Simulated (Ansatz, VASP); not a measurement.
One calculation of LiCl, two programs

POSCAR

```
LiCl
1.0
    0.0000000000      2.4878172000      2.5262886000
    2.4878172000      0.0000000000      2.5262886000
    2.4878172000      2.4878172000      0.0000000000
Li Cl
1 1
Direct
    0.0000000000      0.0000000000      0.0000000000
    0.5000000000      0.5000000000      0.5000000000
```

Contents of INCAR.step1:

```
SYSTEM = LiCl
ALGO     = Normal         ! electronic algorithm
EDIFF    = 1E-4           ! SCF threshold, eV
ENCUT    = 520            ! plane-wave cutoff, eV
GGA      = PE             ! functional
ISMEAR   = 0              ! smearing method
LASPH    = .True.         ! aspherical terms in the spheres
LCHARG   = .False.        ! write CHGCAR
LREAL    = .False.        ! projectors in reciprocal space
LWAVE    = .True.         ! write WAVECAR
NBANDS   = 12             ! bands
NELM     = 80             ! most SCF steps
PREC     = Accurate       ! precision mode
SIGMA    = 0.05           ! smearing width, eV
```

File INCAR.step2:

```
SYSTEM = LiCl
ALGO     = Normal         ! electronic algorithm
EDIFF    = 1E-7           ! SCF threshold, eV
ENCUT    = 520            ! plane-wave cutoff, eV
ISIF     = 2              ! what is computed and relaxed
ISMEAR   = 0              ! smearing method
ISTART   = 1            
LASPH    = .True.         ! aspherical terms in the spheres
LCHARG   = .False.        ! write CHGCAR
LMIXTAU  = .True.       
LREAL    = .False.        ! projectors in reciprocal space
LWAVE    = .False.        ! write WAVECAR
METAGGA  = R2SCAN         ! meta-GGA
NBANDS   = 12             ! bands
NELM     = 80             ! most SCF steps
PREC     = Accurate       ! precision mode
SIGMA    = 0.05           ! smearing width, eV
```

File KPOINTS:

```
k-points
0
Gamma
  8 8 8
  0 0 0
```

Input for Ansatz:

```yaml
crystal:
  lattice:
    - [0.0, 2.4878172, 2.5262886]
    - [2.4878172, 0.0, 2.5262886]
    - [2.4878172, 2.4878172, 0.0]
  atoms:
    - { symbol: Li, position: [0.0, 0.0, 0.0] }
    - { symbol: Cl, position: [0.5, 0.5, 0.5] }
basis:
  ecutwfc: 500
kpoints:
  mp_grid: { grid: [8, 8, 8] }
hamiltonian:
  xc: r2scan
scf:
  occupations: { method: gaussian, width: 0.05 }
output:
  forces: true
  stress: true
  eigenvalues: true
```

Change from the starting cell: strain -0.030 along x and y, -0.015 along z, atoms carried along.

Alike in both runs: task single point; functional r2SCAN; k mesh 8 × 8 × 8; occupations gaussian, width 0.05 eV; no spin polarisation.

```csv
,VASP,Ansatz
version,VASP 6.6.1,Ansatz 0.2.0
potentials or method,"VASP PAW PBE potentials, release 64 (Li_sv, Cl), cutoff 520 eV","scalar-relativistic, plane waves, PAW"
valence electrons in the cell,10,10
```

Ansatz gave:

```
gap on the k mesh at the Fermi level (eV) : 7.58
least direct gap on the mesh (eV)         : 7.70
```

Q: Which values does VASP return?

A: gap on the k mesh at the Fermi level (eV): 7.59; least direct gap on the mesh (eV): 7.79.

VASP's potentials were made for PBE, not for r2SCAN.

Noted on VASP's run: the cutoff is under 1.25 times that of the potentials, so the pressure is a little rough.
